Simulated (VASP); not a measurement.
# Ag in VASP: further runs, part 2 of 2

VASP 6.6.1.

### 3 Single point, PBE (equal xy, yz and zx shear strains of -1.5 %)

INCAR reads:

```
SYSTEM = Ag
  PREC = Accurate
  ENCUT = 520
  EDIFF = 1E-6
  ISMEAR = -1
  SIGMA = 0.05
  LREAL = .False.
  LASPH = .True.
  NELM = 100
  ALGO = Normal
  ISIF = 2
  LWAVE = .False.
  LCHARG = .False.
  GGA = PE
  NBANDS = 12
```

KPOINTS reads:

```
regular mesh
0
Gamma
  15 15 15
  0 0 0
```

POSCAR reads:

```
Ag
1.0
   -0.0306465000      2.0277767500      2.0277767500
    2.0277767500     -0.0306465000      2.0277767500
    2.0277767500      2.0277767500     -0.0306465000
Ag
1
Direct
    0.0000000000      0.0000000000      0.0000000000
```

Potentials or basis: VASP PAW PBE potentials, release 64 (Ag).

Started as:

```bash
> cat potpaw_PBE.64/Ag/POTCAR > POTCAR
> mpirun -np 1 vasp_std > vasp.out
```

OUTCAR:

```text
SYSTEM = Ag
   PREC = Accurate
   ENCUT = 520
   EDIFF = 1E-6
   ISMEAR = -1
   LREAL = .False.
   LASPH = .True.
   NELM = 100
   ISIF = 2
   GGA = PE

 ion  position               nearest neighbor table
   1  0.000  0.000  0.000-

  LATTYP: Found a trigonal (rhomboedric) cell.
 ALAT       =     2.8678731324
 COS(alpha) =     0.4848312789

  Lattice vectors:

 A1 = (  -0.0306465000,   2.0277767500,   2.0277767500)
 A2 = (   2.0277767500,  -0.0306465000,   2.0277767500)
 A3 = (   2.0277767500,   2.0277767500,  -0.0306465000)

Analysis of symmetry for initial positions (statically):
=====================================================================
 Subroutine PRICEL returns:
 Original cell was already a primitive cell.

 Routine SETGRP: Setting up the symmetry group for a
 trigonal (rhombohedral) supercell.

 Subroutine GETGRP returns: Found 12 space group operations
 (whereof 12 operations were pure point group operations)
 out of a pool of 12 trial point group operations.

The static configuration has the point symmetry D_3d.

Analysis of symmetry for dynamics (positions and initial velocities):
=====================================================================
 Subroutine PRICEL returns:
 Original cell was already a primitive cell.

 Routine SETGRP: Setting up the symmetry group for a
 trigonal (rhombohedral) supercell.

 Subroutine GETGRP returns: Found 12 space group operations
 (whereof 12 operations were pure point group operations)
 out of a pool of 12 trial point group operations.

The dynamic configuration has the point symmetry D_3d.

 Subroutine INISYM returns: Found 12 space group operations
 (whereof 12 operations are pure point group operations),
 and found     1 'primitive' translations

----------------------------------------------------------------------------------------

                                     Primitive cell

  volume of cell :      17.0540

  direct lattice vectors                    reciprocal lattice vectors
    -0.030646500  2.027776750  2.027776750    -0.241054843  0.244753894  0.244753894
     2.027776750 -0.030646500  2.027776750     0.244753894 -0.241054843  0.244753894
     2.027776750  2.027776750 -0.030646500     0.244753894  0.244753894 -0.241054843

  length of vectors
     2.867873132  2.867873132  2.867873132     0.421801345  0.421801345  0.421801345

  position of ions in fractional coordinates (direct lattice)
     0.000000000  0.000000000  0.000000000

  ion indices of the primitive-cell ions
   primitive index   ion index
                 1           1

----------------------------------------------------------------------------------------

 KPOINTS: regular mesh

Automatic generation of k-mesh.
 Grid dimensions read from file:
 generate k-points for:   15   15   15

 Generating k-lattice:

  Cartesian coordinates                     Fractional coordinates (reciprocal lattice)
    -0.016070323  0.016316926  0.016316926     0.066666667 -0.000000000 -0.000000000
     0.016316926 -0.016070323  0.016316926    -0.000000000  0.066666667 -0.000000000
     0.016316926  0.016316926 -0.016070323    -0.000000000 -0.000000000  0.066666667

  Length of vectors
     0.028120090  0.028120090  0.028120090

  Shift w.r.t. Gamma in fractional coordinates (k-lattice)
     0.000000000  0.000000000  0.000000000

 Subroutine IBZKPT returns following result:
 ===========================================

 Found    344 irreducible k-points:

 Following reciprocal coordinates:
            Coordinates               Weight
  0.000000  0.000000  0.000000      1.000000
  0.066667  0.000000  0.000000      6.000000
  0.133333  0.000000  0.000000      6.000000
  0.200000  0.000000  0.000000      6.000000
  0.266667  0.000000  0.000000      6.000000
  0.333333  0.000000  0.000000      6.000000
[... 16 lines left out ...]
  0.133333  0.133333  0.000000      6.000000
  0.200000  0.133333  0.000000     12.000000
 [... further k-points ...]
   k-points           NKPTS =    344   k-points in BZ     NKDIM =    344   number of bands    NBANDS=     12
   number of dos      NEDOS =    301   number of ions     NIONS =      1
   total plane-waves  NPLWV =  13824
   dimension x,y,z NGX =    24 NGY =   24 NGZ =   24
   dimension x,y,z NGXF=    48 NGYF=   48 NGZF=   48
   ions per type =               1
   NGX,Y,Z   is equivalent  to a cutoff of  13.91, 13.91, 13.91 a.u.
   NGXF,Y,Z  is equivalent  to a cutoff of  27.82, 27.82, 27.82 a.u.
 SYSTEM =  Ag
   PREC   = accura    normal or accurate (medium, high low for compatibility)
   ISTART =      0    job   : 0-new  1-cont  2-samecut
   ICHARG =      2    charge: 1-file 2-atom 10-const
   ISPIN  =      1    spin polarized calculation?
   LNONCOLLINEAR =      F non collinear calculations
   LSORBIT =      F    spin-orbit coupling
   LASPH  =      T    aspherical Exc in radial PAW
   ENCUT  =  520.0 eV  38.22 Ry    6.18 a.u.   5.33  5.33  5.33*2*pi/ulx,y,z
   NELM   =    100;   NELMIN=  2; NELMDL= -5     # of ELM steps
   EDIFF  = 0.1E-05   stopping-criterion for ELM
   LREAL  =      F    real-space projection
   EDIFFG = 0.1E-04   stopping-criterion for IOM
   NSW    =      0    number of steps for IOM
   IBRION =     -1    ionic relax: 0-MD 1-quasi-New 2-CG
   NFREE  =      0    steps in history (QN), initial steepest desc. (CG)
   ISIF   =      2    stress and relaxation
   ISYM   =      2    0-nonsym 1-usesym 2-fastsym
   POTIM  = 0.5000    time-step for ionic-motion
   TEBEG  =    0.0;   TEEND  =   0.0 temperature during run
   PSTRESS=    0.0 pullay stress
   NELECT =      11.0000    total number of electrons
   NUPDOWN=      -1.0000    fix difference up-down
   EMIN   =  10.00;   EMAX   =-10.00  energy-range for DOS
   EFERMI =   0.00;   METHOD = LEGACY
   ISMEAR =    -1;   SIGMA  =   0.05  broadening in eV -4-tet -1-fermi 0-gaus
   EFERMI_NEDOS =   21; number of points for ismear=-14 and -15
   IALGO  =     38    algorithm
   IMIX   =      4    mixing-type and parameters
     AMIX     =   0.40;   BMIX     =  1.00
     AMIX_MAG =   1.60;   BMIX_MAG =  1.00
  volume/ion in A,a.u.               =      17.05       115.09
  Fermi-wavevector in a.u.,A,eV,Ry     =   1.414482  2.672983 27.221971  2.000758
  Thomas-Fermi vector in A             =   2.536019
   LORBIT       =      0    0 simple, 1 ext, 2 COOP (PROOUT), +10 PAW based schemes
   GGA     = PE    functional components
   LHFCALC =     F    Hartree Fock is set to
   AEXX    =    0.0000 exact exchange contribution
   IVDW    =     0    specifies the selected vdW correction
   LEPSILON=     F    determine dielectric tensor
   LRPA    =     F    only Hartree local field effects (RPA)
 non-spin polarized calculation
  energy-cutoff  :      520.00
  volume of cell :       17.05
 maximum number of plane-waves:       483
 NGX is ok and might be reduce to    24
   NGX = 11   NGY = 11   NGZ = 11

 number of electron      10.9999999 magnetization

 Free energy of the ion-electron system (eV)
  ---------------------------------------------------
  ext. energy  EPLUGINS =         0.00000000
  ---------------------------------------------------
  free energy    TOTEN  =        -2.70392674 eV

  energy without entropy =       -2.70090300  energy(sigma->0) =       -2.70241487

 E-fermi :   8.5570     XC(G=0): -12.2089

 val. band max:        8.5408686883   @ k =  -0.4667   0.4667   0.4667
 cond. band min:       8.5790325776   @ k =  -0.2667  -0.2667   0.2000
 fundamental gap:      0.0381638893
 Fermi energy:         8.5570364553

 k-point     1 :       0.0000    0.0000    0.0000
  band No.  band energies     occupation
      1       0.6607      2.00000
      2       3.5643      2.00000
      3       3.5643      2.00000
      4       3.7140      2.00000
      5       4.6553      2.00000
      6       4.6553      2.00000
      7      24.4298      0.00000
      8      27.7753      0.00000
      9      27.7753      0.00000
     10      28.5698      0.00000
     11      32.7883      0.00000
     12      33.7449      0.00000
[... 331 lines left out ...]
 k-point    24 :       0.2000    0.1333    0.0000
  band No.  band energies     occupation
      1       1.7916      2.00000
      2       3.2217      2.00000
      3       3.9242      2.00000
      4       4.0610      2.00000
      5       4.4068      2.00000
      6       4.8447      2.00000
      7      23.3243      0.00000
      8      25.1165      0.00000
      9      25.8848      0.00000
     10      26.8429      0.00000
     11      30.5967      0.00000
     12      33.5824      0.00000

 [... further k-points ...]
[... 5 lines left out ...]
  --------------------------------------------------------------------------------------
  -------------------------------------------------------------------------------------
  Total        0.4788587      0.4788587      0.4788587      0.0482543      0.0482543      0.0482543
  in kB       44.9875917     44.9875917     44.9875917      4.5333755      4.5333755      4.5333755
  external PRESSURE =      44.9875917 kB  Pullay stress =       0.0000000 kB

 VOLUME and BASIS-vectors are now :
 -----------------------------------------------------------------------------
  energy-cutoff  :      520.00
  volume of cell :       17.05
      direct lattice vectors                 reciprocal lattice vectors
    -0.030646500  2.027776750  2.027776750    -0.241054843  0.244753894  0.244753894
     2.027776750 -0.030646500  2.027776750     0.244753894 -0.241054843  0.244753894
     2.027776750  2.027776750 -0.030646500     0.244753894  0.244753894 -0.241054843

 POSITION                                       TOTAL-FORCE (eV/Angst)
 -----------------------------------------------------------------------------------
      0.00000      0.00000      0.00000         0.000000      0.000000     -0.000000
 -----------------------------------------------------------------------------------
    total drift:                               -0.000000     -0.000000      0.000000

  FREE ENERGIE OF THE ION-ELECTRON SYSTEM (eV)
  ---------------------------------------------------
  free  energy   TOTEN  =        -2.7039267381 eV

  energy  without entropy=       -2.7009029970  energy(sigma->0) =       -2.70241487
```

OSZICAR:

```text
N       E                     dE             d eps       ncg     rms          rms(c)
DAV:   1     0.525548926919E+02    0.52555E+02   -0.55485E+03  8296   0.830E+02
DAV:   2    -0.214182278729E+01   -0.54697E+02   -0.51746E+02  9612   0.195E+02
DAV:   3    -0.295946803142E+01   -0.81765E+00   -0.81724E+00  9700   0.251E+01
DAV:   4    -0.296204300158E+01   -0.25750E-02   -0.25749E-02  9588   0.147E+00
DAV:   5    -0.296206384366E+01   -0.20842E-04   -0.20841E-04  9788   0.119E-01    0.523E+00
DAV:   6    -0.271519123386E+01    0.24687E+00   -0.96360E-01  9044   0.880E+00    0.338E+00
DAV:   7    -0.270688280365E+01    0.83084E-02   -0.10204E-02  9592   0.952E-01    0.191E+00
DAV:   8    -0.270391491382E+01    0.29679E-02   -0.70048E-04  9388   0.196E-01    0.931E-02
DAV:   9    -0.270392168591E+01   -0.67721E-05   -0.84246E-06  9600   0.221E-02    0.258E-02
DAV:  10    -0.270392720258E+01   -0.55167E-05   -0.40209E-06  9540   0.188E-02    0.605E-03
DAV:  11    -0.270392673810E+01    0.46448E-06   -0.87720E-08  5208   0.249E-03
   1 F= -.27039267E+01 E0= -.27024149E+01  d E =-.302374E-02
```

stdout:

```text
POSCAR found type information on POSCAR Ag
 POSCAR found :  1 types and       1 ions
 scaLAPACK will be used
 LDA part: xc-table for (Slater+PW92), standard interpolation
 POSCAR, INCAR and KPOINTS ok, starting setup
 FFT: planning ... GRIDC
 FFT: planning ... GRID_SOFT
 FFT: planning ... GRID
 WAVECAR not read
 entering main loop
```

It used 130 s of CPU time on 1 thread of AMD EPYC 7R13 Processor (Zen 3), on a shared host.

Results:

```yaml
Free_energy: -2.7039 eV
Pressure: 4.5 GPa
```

Levels at points of the mesh, in eV from the Fermi level:
```tsv
k point	band 4	band 5	band 6	band 7	band 8	band 9
(0.00, 0.00, 0.00)	-4.84	-3.90	-3.90	15.87	19.22	19.22
```

Caveat: the cell differs from its parent crystal (equal xy, yz and zx shear strains of -1.5 %).

### 4 Single point, LDA

INCAR reads:

```
SYSTEM = Ag
PREC = Accurate
ENCUT = 520
EDIFF = 1E-6
ISMEAR = -1
SIGMA = 0.05
LREAL = .False.
LASPH = .True.
NELM = 60
ALGO = Normal
ISIF = 2
LWAVE = .False.
LCHARG = .False.
NBANDS = 12
```

KPOINTS reads:

```
Automatic mesh
0
Gamma
  15 15 15
  0 0 0
```

POSCAR reads:

```
Ag
1.0
    0.0000000000      2.0431000000      2.0431000000
    2.0431000000      0.0000000000      2.0431000000
    2.0431000000      2.0431000000      0.0000000000
Ag
1
Direct
    0.0000000000      0.0000000000      0.0000000000
```

Potentials or basis: VASP PAW LDA potentials, release 64 (Ag).

Started as:

```bash
> cat potpaw_LDA.64/Ag/POTCAR > POTCAR
> mpirun -np 1 vasp_std > vasp.out
```

Wall time 9.1 s (1 thread of Intel Xeon 6975P-C, shared host); peak memory 0.15 GiB.

It converged, with:

```
Free energy : -3.7560 eV
Pressure    : -7.3 GPa
```

Levels at points of the mesh, in eV from the Fermi level:
```tsv
k point	band 4	band 5	band 6	band 7	band 8	band 9
(0.00, 0.00, 0.00)	-4.91	-3.85	-3.85	15.89	19.39	19.39
```

### 5 Single point, PBE

INCAR reads:

```
PREC = Accurate ; ENCUT = 520
EDIFF = 1E-7 ; ISMEAR = -1
SIGMA = 0.05 ; LREAL = F
LASPH = T ; NELM = 80
ALGO = Normal ; ISIF = 2
LWAVE = F ; LCHARG = F
GGA = PE ; NBANDS = 12
```

KPOINTS reads:

```
Automatic mesh
0
Gamma
  15 15 15
```

POSCAR is that of step 4.

Potentials or basis: VASP PAW PBE potentials, release 64 (Ag).

Started as:

```bash
> cat potpaw_PBE.64/Ag/POTCAR > POTCAR
> mpirun -np 1 vasp_std > vasp.out
```

It took 15 s on 1 thread of Intel Xeon 6975P-C, shared host; peak memory 0.16 GiB.

Results (log left out):

```yaml
Free_energy: -2.7050 eV
Pressure: 4.4 GPa
```

Levels at points of the mesh, in eV from the Fermi level:
```csv
k point,band 2,band 3,band 4,band 5,band 6,band 7,band 8,band 9,band 10,band 11
"(0.00, 0.00, 0.00)",-4.95,-4.95,-4.95,-3.92,-3.92,15.88,19.45,19.45,19.45,24.26
```

### 6 Single point, PBE, non-collinear spin, zero start, spin-orbit coupling

INCAR reads:

```
PREC = Accurate
ENCUT = 520
EDIFF = 1E-7
ISMEAR = -1
SIGMA = 0.05
LREAL = False
LASPH = True
NELM = 150
ALGO = Normal
ISIF = 2
LWAVE = False
LCHARG = False
MAGMOM = 0 0 0
LORBIT = 11
LSORBIT = True
GGA_COMPAT = False
LORBMOM = True
LMAXMIX = 4
GGA = PE
NBANDS = 22
```

KPOINTS reads:

```
regular mesh
0
Gamma
  15 15 15
```

POSCAR is that of step 5.

Potentials or basis: VASP PAW PBE potentials, release 64 (Ag).

Started as:

```bash
> cat potpaw_PBE.64/Ag/POTCAR > POTCAR
> mpirun -np 1 vasp_ncl > vasp.out
```

OUTCAR:

```text
PREC = Accurate
   ENCUT = 520
   EDIFF = 1E-7
   ISMEAR = -1
   LREAL = False
   LASPH = True
   NELM = 150
   ISIF = 2
   LORBIT = 11
   LSORBIT = True
   GGA = PE

 ion  position               nearest neighbor table
   1  0.000  0.000  0.000-

  LATTYP: Found a face centered cubic cell.
 ALAT       =     4.0862000000

  Lattice vectors:

 A1 = (   0.0000000000,   2.0431000000,   2.0431000000)
 A2 = (   2.0431000000,   0.0000000000,   2.0431000000)
 A3 = (   2.0431000000,   2.0431000000,   0.0000000000)

Analysis of symmetry for initial positions (statically):
=====================================================================
 Subroutine PRICEL returns:
 Original cell was already a primitive cell.
[... 845 lines left out ...]
  1         0.000   0.000   0.000
 ----------------------------------------
            0.000   0.000   0.000

 Spin-Orbit-Coupling matrix elements

 Ion:    1  E_soc:     -0.0544011
 l=   1
     0.0000000    -0.0020173    -0.0020173
    -0.0020173     0.0000000    -0.0020173
    -0.0020173    -0.0020173     0.0000000
 l=   2
     0.0000000    -0.0014940     0.0000000    -0.0014940    -0.0055555
    -0.0014940     0.0000000    -0.0041666    -0.0014940    -0.0013889
     0.0000000    -0.0041666     0.0000000    -0.0041666     0.0000000
    -0.0014940    -0.0014940    -0.0041666     0.0000000    -0.0013889
    -0.0055555    -0.0013889     0.0000000    -0.0013889     0.0000000
 l=   3
     0.0000000     0.0000000     0.0000000     0.0000000     0.0000000     0.0000000     0.0000000
     0.0000000     0.0000000     0.0000000     0.0000000     0.0000000     0.0000000     0.0000000
     0.0000000     0.0000000     0.0000000     0.0000000     0.0000000     0.0000000     0.0000000
     0.0000000     0.0000000     0.0000000     0.0000000     0.0000000     0.0000000     0.0000000
     0.0000000     0.0000000     0.0000000     0.0000000     0.0000000     0.0000000     0.0000000
     0.0000000     0.0000000     0.0000000     0.0000000     0.0000000     0.0000000     0.0000000
     0.0000000     0.0000000     0.0000000     0.0000000     0.0000000     0.0000000     0.0000000

 total charge

# of ion       s       p       d       tot
------------------------------------------
    1        0.421   0.302   9.155   9.877

 magnetization (x)

# of ion       s       p       d       tot
------------------------------------------
    1        0.000  -0.000   0.000   0.000

 magnetization (y)

# of ion       s       p       d       tot
------------------------------------------
    1        0.000   0.000  -0.000   0.000

 magnetization (z)

# of ion       s       p       d       tot
------------------------------------------
    1       -0.000  -0.000   0.000  -0.000
```

stdout:

```text
POSCAR found type information on POSCAR Ag
 POSCAR found :  1 types and       1 ions
 scaLAPACK will be used
 LDA part: xc-table for (Slater+PW92), standard interpolation
 POSCAR, INCAR and KPOINTS ok, starting setup
 FFT: planning ... GRIDC
 FFT: planning ... GRID_SOFT
 FFT: planning ... GRID
 WAVECAR not read
 entering main loop
```

It took 67 s on 1 thread of Intel Xeon 6975P-C, shared host; peak memory 0.24 GiB.

Results:

* Free energy: -2.7322 eV
* Pressure: 4.3 GPa
* Net moment: 0.00 μB per cell
* Valence electrons inside the program's atomic spheres: Ag 9.88

Moments on the atoms (μB; x, y, z):
```
Ag  0.00 0.00 0.00
```

### 7 Summary

| level | potentials or basis | spin | cell | gap on the mesh (eV) | pressure (GPa) |
| --- | --- | --- | --- | --- | --- |
| PBE | VASP PAW PBE potentials, release 64 (Ag) | off | a = 2.879, b = 2.879, c = 2.911 Å, angles 59.6, 59.6, 60.7°, 1 atom | none | 4.4 |
| PBE | VASP PAW PBE potentials, release 64 (Ag) | off | a = 2.868 Å, angles 61.0°, 1 atom | none | 4.5 |
| LDA | VASP PAW LDA potentials, release 64 (Ag) | off | a = 2.889 Å, angles 60.0°, 1 atom | none | -7.3 |
| PBE | VASP PAW PBE potentials, release 64 (Ag) | off | a = 2.889 Å, angles 60.0°, 1 atom | none | 4.4 |
| PBE | VASP PAW PBE potentials, release 64 (Ag) | non-collinear, zero start, SOC | a = 2.889 Å, angles 60.0°, 1 atom | - | 4.3 |

Alike in all rows: task single point; k mesh 15 × 15 × 15; cutoff (eV) 520; smearing fermi-dirac 0.05 eV.

Total energies depend on the potentials used, so only differences within one code and one set of settings carry meaning.
